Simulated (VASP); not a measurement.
# MnO: electric field gradients with LDA

The system is MnO.

```xyz
2
Lattice="0.0000 2.2220 2.2664 2.2220 0.0000 2.2664 2.2220 2.2220 0.0000" Properties=species:S:1:pos:R:3 pbc="T T T"
Mn    0.0000    0.0000    0.0000
O     2.2220    2.2220    2.2664
```

This cell differs from its parent crystal: zz strain of +2 %.

```yaml
Program: VASP 6.6.1
Task: electric field gradients
Functional: LDA
Potentials_or_basis: VASP PAW LDA potentials, release 64 (Mn_pv, O)
Cutoff: 520 eV
k_mesh: 16 × 16 × 16
Occupations: fermi-dirac, width 0.05 eV
Spin: collinear spin, ferromagnetic start
Starting_moments: "[4.0, 0.0] μB"
Dipole_correction: no
Further_INCAR_settings: ALGO = Normal; EDIFF = 1e-08; NBANDS = 20
```

| Quantity | Value |
| --- | --- |
| Pressure | -18.5 GPa |
| Net moment | 4.59 μB per cell |
| Site moments | Mn +4.17; O +0.19 μB |
| Largest electric field gradient by atom | Mn +4.7; O -3.2 V/Å² |
| Valence electrons inside the program's atomic spheres | Mn 11.36; O 4.92 |

Stress tensor (GPa, compression positive):
```
-18.85   0.00   0.00
  0.00 -18.85   0.00
  0.00   0.00 -17.74
```

Levels at points of the mesh, in eV from the Fermi level:
Spin up:
```
           k point  band 10  band 11  band 12  band 13  band 14  band 15
(0.00, 0.00, 0.00)    -2.92    -2.50    -2.44    -0.43    13.98    16.17
(0.50, 0.00, 0.00)    -1.67     0.23     0.39     3.50     7.59    11.51
(0.50, 0.50, 0.00)    -1.79    -1.79    -1.72     4.92     7.56    10.55
(0.50, 0.00, 0.50)    -1.81    -1.77    -1.68     4.95     7.78    10.31
```
Spin down:
| k point | band 5 | band 6 | band 7 | band 8 | band 9 | band 10 |
| --- | --- | --- | --- | --- | --- | --- |
| (0.00, 0.00, 0.00) | -3.32 | -3.32 | -3.25 | 0.34 | 0.45 | 0.45 |
| (0.50, 0.00, 0.00) | -7.31 | -4.83 | -4.78 | 1.59 | 1.60 | 1.63 |
| (0.50, 0.50, 0.00) | -6.33 | -4.23 | -4.23 | -1.08 | 1.59 | 1.83 |
| (0.50, 0.00, 0.50) | -6.30 | -4.34 | -4.21 | -1.08 | 1.63 | 1.84 |

Electric field gradients, principal values (V/Å²):
```
atom   least  middle  greatest (by size)
1 Mn  -2.358  -2.368               4.725
 2 O   1.604   1.606              -3.210
```

Wall time 3.1 min on 1 thread of Intel(R) Xeon(R) Platinum 8259CL CPU @ 2.50GHz (Skylake/Cascade Lake) (shared host), peak memory 0.32 GiB.

Caveat: the cell differs from its parent crystal (zz strain of +2 %); the cell stands under tension; without QUAD_EFG the Cq values of the log hold for a quadrupole moment of 1 mb, not for the nuclei; a cell with one magnetic atom can't hold antiferromagnetic order, which such compounds often take; semilocal functionals often make such compounds metallic where correlation or magnetic order opens a gap, which also shifts bond lengths.
